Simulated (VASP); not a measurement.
# WSe2 in VASP: further runs

The runs below take WSe2 through single point, relaxation of the atoms, with PBE+D3(BJ).

Program: VASP 6.6.1. These are calculated values, not measurements. Logs are shortened: lines on timing, memory, paths and dates and some standing lists are left out, and cuts for length are marked.

**1. The cell of the first run**

The cell holds a slab with vacuum, 6 atoms: a = 3.286 Å, b = 3.286 Å, c = 46.078 Å, α = 90.00°, β = 90.00°, γ = 120.00°.

**2. Single point, PBE+D3(BJ)**

The input, INCAR:

```
PREC     = Accurate       # precision mode
ENCUT    = 520            # plane-wave cutoff, eV
EDIFF    = 1E-6           # SCF threshold, eV
ISMEAR   = 0              # smearing method
SIGMA    = 0.02           # smearing width, eV
LREAL    = False          # projectors in reciprocal space
LASPH    = True           # aspherical terms in the spheres
NELM     = 60             # most SCF steps
ALGO     = Normal         # electronic algorithm
ISIF     = 2              # what is computed and relaxed
LWAVE    = False          # write WAVECAR
LCHARG   = False          # write CHGCAR
LDIPOL   = True         
IDIPOL   = 3            
DIPOL    = 0.5 0.5 0.500
GGA      = PE             # functional
IVDW     = 12             # dispersion correction
NBANDS   = 35             # bands
```

The input, KPOINTS:

```
Automatic mesh
0
Gamma
  12 12 1
```

The input, POSCAR:

```
WSe2
1.0
    3.2855208648      0.0000000000      0.0000000000
   -1.6427604324      2.8453445336      0.0000000000
    0.0000000000      0.0000000000     46.0775279785
Se W
4 2
Direct
    0.3333333333      0.6666666667      0.3872478908
    0.3333333333      0.6666666667      0.4603370982
    0.3333333333      0.6666666667      0.5396628976
    0.3333333333      0.6666666667      0.6127521029
    0.6666666667      0.3333333333      0.4238020873
    0.6666666667      0.3333333333      0.5761979232
```

Potentials or basis: VASP PAW PBE potentials, release 64 (Se, W_sv).

Launch:

```sh
$ cat potpaw_PBE.64/Se/POTCAR potpaw_PBE.64/W_sv/POTCAR > POTCAR
$ mpirun -np 1 vasp_std > vasp.out
```

OUTCAR:

```text
PREC = Accurate
   ENCUT = 520
   EDIFF = 1E-6
   ISMEAR = 0
   LREAL = False
   LASPH = True
   NELM = 60
   ISIF = 2
   GGA = PE
   IVDW = 12
 IVDW          = 12

 ion  position               nearest neighbor table
   1  0.333  0.667  0.387-   5 2.54   5 2.54   5 2.54
   2  0.333  0.667  0.460-   5 2.54   5 2.54   5 2.54
   3  0.333  0.667  0.540-   6 2.54   6 2.54   6 2.54
   4  0.333  0.667  0.613-   6 2.54   6 2.54   6 2.54
   5  0.667  0.333  0.424-   2 2.54   2 2.54   2 2.54   1 2.54   1 2.54   1 2.54
   6  0.667  0.333  0.576-   3 2.54   3 2.54   3 2.54   4 2.54   4 2.54   4 2.54

  LATTYP: Found a hexagonal cell.
 ALAT       =     3.2855208648
 C/A-ratio  =    14.0244210506

  Lattice vectors:

 A1 = (   3.2855208648,   0.0000000000,   0.0000000000)
 A2 = (  -1.6427604324,   2.8453445336,   0.0000000000)
 A3 = (   0.0000000000,   0.0000000000,  46.0775279785)

Analysis of symmetry for initial positions (statically):
=====================================================================
 Subroutine PRICEL returns:
 Original cell was already a primitive cell.

 Routine SETGRP: Setting up the symmetry group for a
 hexagonal supercell.

 Subroutine GETGRP returns: Found 12 space group operations
 (whereof 12 operations were pure point group operations)
 out of a pool of 24 trial point group operations.

The static configuration has the point symmetry D_3h.

Analysis of symmetry for dynamics (positions and initial velocities):
=====================================================================
 Subroutine PRICEL returns:
 Original cell was already a primitive cell.

 Routine SETGRP: Setting up the symmetry group for a
 hexagonal supercell.

 Subroutine GETGRP returns: Found 12 space group operations
 (whereof 12 operations were pure point group operations)
 out of a pool of 24 trial point group operations.

The dynamic configuration has the point symmetry D_3h.

 Subroutine INISYM returns: Found 12 space group operations
 (whereof 12 operations are pure point group operations),
 and found     1 'primitive' translations

----------------------------------------------------------------------------------------

                                     Primitive cell

  volume of cell :     430.7530

  direct lattice vectors                    reciprocal lattice vectors
     3.285520865  0.000000000  0.000000000     0.304365743  0.175725644  0.000000000
    -1.642760432  2.845344534  0.000000000     0.000000000  0.351451288  0.000000000
     0.000000000  0.000000000 46.077527979     0.000000000  0.000000000  0.021702553

  length of vectors
     3.285520865  3.285520865 46.077527979     0.351451288  0.351451288  0.021702553

  position of ions in fractional coordinates (direct lattice)
     0.333333333  0.666666667  0.387247891
     0.333333333  0.666666667  0.460337098
     0.333333333  0.666666667  0.539662898
     0.333333333  0.666666667  0.612752103
     0.666666667  0.333333333  0.423802087
     0.666666667  0.333333333  0.576197923

  ion indices of the primitive-cell ions
   primitive index   ion index
                 1           1
                 2           2
                 3           3
                 4           4
                 5           5
                 6           6

----------------------------------------------------------------------------------------

 KPOINTS: Automatic mesh

Automatic generation of k-mesh.
 Grid dimensions read from file:
 generate k-points for:   12   12    1

 Generating k-lattice:

  Cartesian coordinates                     Fractional coordinates (reciprocal lattice)
     0.025363812  0.014643804  0.000000000     0.083333333  0.000000000  0.000000000
     0.000000000  0.029287607  0.000000000     0.000000000  0.083333333  0.000000000
     0.000000000  0.000000000  0.021702553     0.000000000  0.000000000  1.000000000

  Length of vectors
     0.029287607  0.029287607  0.021702553

  Shift w.r.t. Gamma in fractional coordinates (k-lattice)
     0.000000000  0.000000000  0.000000000

 Subroutine IBZKPT returns following result:
 ===========================================

 Found     19 irreducible k-points:

 Following reciprocal coordinates:
            Coordinates               Weight
  0.000000  0.000000  0.000000      1.000000
  0.083333  0.000000  0.000000      6.000000
  0.166667  0.000000  0.000000      6.000000
  0.250000  0.000000  0.000000      6.000000
  0.333333 -0.000000  0.000000      6.000000
  0.416667  0.000000  0.000000      6.000000
[... 11 lines left out ...]
  0.333333  0.250000  0.000000     12.000000
  0.333333  0.333333  0.000000      2.000000
   k-points           NKPTS =     19   k-points in BZ     NKDIM =     19   number of bands    NBANDS=     35
   number of dos      NEDOS =    301   number of ions     NIONS =      6
   total plane-waves  NPLWV = 201600
   dimension x,y,z NGX =    24 NGY =   24 NGZ =  350
   dimension x,y,z NGXF=    48 NGYF=   48 NGZF=  700
   ions per type =               4   2
   NGX,Y,Z   is equivalent  to a cutoff of  12.14, 12.14, 12.63 a.u.
   NGXF,Y,Z  is equivalent  to a cutoff of  24.29, 24.29, 25.26 a.u.
 SYSTEM =  unknown system
   PREC   = accura    normal or accurate (medium, high low for compatibility)
   ISTART =      0    job   : 0-new  1-cont  2-samecut
   ICHARG =      2    charge: 1-file 2-atom 10-const
   ISPIN  =      1    spin polarized calculation?
   LNONCOLLINEAR =      F non collinear calculations
   LSORBIT =      F    spin-orbit coupling
   LASPH  =      T    aspherical Exc in radial PAW
   ENCUT  =  520.0 eV  38.22 Ry    6.18 a.u.   6.11  6.11 85.67*2*pi/ulx,y,z
   NELM   =     60;   NELMIN=  2; NELMDL= -5     # of ELM steps
   EDIFF  = 0.1E-05   stopping-criterion for ELM
   LREAL  =      F    real-space projection
   EDIFFG = 0.1E-04   stopping-criterion for IOM
   NSW    =      0    number of steps for IOM
   IBRION =     -1    ionic relax: 0-MD 1-quasi-New 2-CG
   NFREE  =      0    steps in history (QN), initial steepest desc. (CG)
   ISIF   =      2    stress and relaxation
   ISYM   =      2    0-nonsym 1-usesym 2-fastsym
   POTIM  = 0.5000    time-step for ionic-motion
   TEBEG  =    0.0;   TEEND  =   0.0 temperature during run
   PSTRESS=    0.0 pullay stress
   NELECT =      52.0000    total number of electrons
   NUPDOWN=      -1.0000    fix difference up-down
   EMIN   =  10.00;   EMAX   =-10.00  energy-range for DOS
   EFERMI =   0.00;   METHOD = LEGACY
   ISMEAR =     0;   SIGMA  =   0.02  broadening in eV -4-tet -1-fermi 0-gaus
   EFERMI_NEDOS =   21; number of points for ismear=-14 and -15
   IALGO  =     38    algorithm
   IMIX   =      4    mixing-type and parameters
     AMIX     =   0.40;   BMIX     =  1.00
     AMIX_MAG =   1.60;   BMIX_MAG =  1.00
  volume/ion in A,a.u.               =      71.79       484.48
  Fermi-wavevector in a.u.,A,eV,Ry     =   0.809096  1.528969  8.906860  0.654636
  Thomas-Fermi vector in A             =   1.918023
   LORBIT       =      0    0 simple, 1 ext, 2 COOP (PROOUT), +10 PAW based schemes
   GGA     = PE    functional components
   LHFCALC =     F    Hartree Fock is set to
   AEXX    =    0.0000 exact exchange contribution
   IVDW    =    12    specifies the selected vdW correction
   LEPSILON=     F    determine dielectric tensor
   LRPA    =     F    only Hartree local field effects (RPA)
 non-spin polarized calculation
 Gauss-broadening in eV      SIGMA  =   0.02
  energy-cutoff  :      520.00
  volume of cell :      430.75
 maximum number of plane-waves:     11694
   NGX = 13   NGY = 13   NGZ =171

 dipolmoment           0.000000      0.000000      0.000000 electrons x Angstroem

 number of electron      51.9999994 magnetization

 dipolmoment           0.000000      0.000000     -0.000001 electrons x Angstroem

 Free energy of the ion-electron system (eV)
  ---------------------------------------------------
  ext. energy  EPLUGINS =         0.00000000
  ---------------------------------------------------
  free energy    TOTEN  =       -43.17660271 eV

  energy without entropy =      -43.17660271  energy(sigma->0) =      -43.17660271

 E-fermi :  -1.7671     XC(G=0):  -3.3195

 val. band max:       -1.9221347675   @ k =   0.3333   0.3333   0.0000
 cond. band min:      -0.4630610031   @ k =   0.1667   0.1667   0.0000
 fundamental gap:      1.4590737644
 Fermi energy:        -1.7671254796

 k-point     1 :       0.0000    0.0000    0.0000
  band No.  band energies     occupation
      1     -75.9849      2.00000
      2     -75.9848      2.00000
      3     -40.2317      2.00000
      4     -40.2317      2.00000
      5     -40.0965      2.00000
      6     -40.0965      2.00000
[... 27 lines left out ...]
     34       1.2323      0.00000
     35       2.4113      0.00000

 k-point     2 :       0.0833    0.0000    0.0000
  band No.  band energies     occupation
      1     -75.9842      2.00000
      2     -75.9842      2.00000
      3     -40.2287      2.00000
      4     -40.2286      2.00000
      5     -40.1124      2.00000
      6     -40.1124      2.00000
[... 27 lines left out ...]
     34       1.2498      0.00000
     35       2.7244      0.00000

 k-point     3 :       0.1667    0.0000    0.0000
  band No.  band energies     occupation
      1     -75.9823      2.00000
      2     -75.9822      2.00000
      3     -40.2204      2.00000
      4     -40.2204      2.00000
      5     -40.1557      2.00000
      6     -40.1557      2.00000
[... 27 lines left out ...]
     34       1.6551      0.00000
     35       3.1697      0.00000
[... 533 lines left out ...]
 k-point    18 :       0.3333    0.2500    0.0000
  band No.  band energies     occupation
      1     -75.9735      2.00000
      2     -75.9735      2.00000
      3     -40.2894      2.00000
      4     -40.2894      2.00000
      5     -40.2194      2.00000
      6     -40.2194      2.00000
[... 27 lines left out ...]
     34       3.0379      0.00000
     35       3.2861      0.00000

 k-point    19 :       0.3333    0.3333    0.0000
  band No.  band energies     occupation
      1     -75.9731      2.00000
      2     -75.9731      2.00000
      3     -40.2710      2.00000
      4     -40.2710      2.00000
      5     -40.2475      2.00000
      6     -40.2475      2.00000
[... 27 lines left out ...]
     34       3.2516      0.00000
     35       3.3932      0.00000

------------------------ aborting loop because EDIFF is reached ----------------------------------------

 vacuum level on the upper side and lower side of the slab       (xc-potential included)        -0.113        -0.113

 Edisp (eV)   -2.28938

 E8    (eV) :    -1.0541

  FORCE on cell =-STRESS in cart. coord.  units (eV):
  Direction    XX          YY          ZZ          XY          YZ          ZX
  --------------------------------------------------------------------------------------
  -------------------------------------------------------------------------------------
  Total       0.03731     0.03731     0.28414     0.00000     0.00000    -0.00000
  in kB       0.13878     0.13878     1.05684     0.00000     0.00000    -0.00000
  external pressure =        0.44 kB  Pullay stress =        0.00 kB

 VOLUME and BASIS-vectors are now :
 -----------------------------------------------------------------------------
  energy-cutoff  :      520.00
  volume of cell :      430.75
      direct lattice vectors                 reciprocal lattice vectors
     3.285520865  0.000000000  0.000000000     0.304365743  0.175725644  0.000000000
    -1.642760432  2.845344534  0.000000000     0.000000000  0.351451288  0.000000000
     0.000000000  0.000000000 46.077527979     0.000000000  0.000000000  0.021702553

 POSITION                                       TOTAL-FORCE (eV/Angst)
 -----------------------------------------------------------------------------------
     -0.00000      1.89690     17.84343        -0.000000      0.000000     -0.047478
     -0.00000      1.89690     21.21120         0.000000      0.000000      0.048359
     -0.00000      1.89690     24.86633         0.000000      0.000000     -0.048359
     -0.00000      1.89690     28.23410         0.000000      0.000000      0.047478
      1.64276      0.94845     19.52775         0.000000     -0.000000      0.000960
      1.64276      0.94845     26.54978        -0.000000      0.000000     -0.000960
 -----------------------------------------------------------------------------------
    total drift:                               -0.000000      0.000000     -0.000706

  FREE ENERGIE OF THE ION-ELECTRON SYSTEM (eV)
  ---------------------------------------------------
  free  energy   TOTEN  =       -45.4659855155 eV

  energy  without entropy=      -45.4659855155  energy(sigma->0) =      -45.46598552

 vacuum level on the upper side and lower side of the slab         3.028         3.028
```

It took 26 min on 1 thread of Intel Xeon 8259CL, shared host; peak memory 0.64 GiB.

What came out:

```yaml
Free_energy: -45.4660 eV
Largest_force: 0.048 eV/Å
Band_gap_on_the_k_mesh: 1.46 eV (least direct gap 1.64 eV)
Dispersion_energy_per_atom: -0.382 eV
```

Forces in eV/Å, atoms in the order of the input:
```
Se   0.000  0.000 -0.047
Se   0.000  0.000  0.048
Se   0.000  0.000 -0.048
Se   0.000  0.000  0.047
W    0.000  0.000  0.001
W    0.000  0.000 -0.001
```

Caveat: spin-orbit coupling is left out, which moves the levels of the heavy elements.

[end of part 1 of 2]
